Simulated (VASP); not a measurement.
CO2:

```
O C
1.0
    -1.97473    1.97473    3.01406
     1.97473   -1.97473    3.01406
     1.97473    1.97473   -3.01406
O C
4 2
Direct
  0.87500 0.95980 0.58480
  0.37500 0.29020 0.41520
  0.04020 0.62500 0.91520
  0.70980 0.12500 0.08480
  0.00000 0.00000 0.00000
  0.75000 0.25000 0.50000
```

Program: VASP 6.6.1. Alike in all runs: task single point; no spin polarisation; cell as given; k mesh 9 × 9 × 9.

Problem. Order these runs on this cell by their pressure, lowest first.
A. level LDA; potentials or basis VASP PAW LDA potentials, release 64 (O_h, C_h); cutoff (eV) 910; smearing fermi-dirac 0.05 eV; dipole correction no
B. level PBE+D4; potentials or basis VASP PAW PBE potentials, release 64 (O, C); cutoff (eV) 520; smearing fermi-dirac 0.05 eV; dipole correction no
C. level PBE; potentials or basis VASP PAW PBE potentials, release 64 (O, C); cutoff (eV) 520; smearing gaussian 0.03 eV; tolerance level tight; purpose restart; start from scratch

Solution. A (-13.6 GPa), B (-1.4 GPa), C (0.9 GPa).

Caveats: the cutoff is under 1.25 times the usual one of these potentials, so pressure, stress and relaxed cells hold a basis-set (Pulay) error (at least some runs); the cell stands under tension (at least some runs).
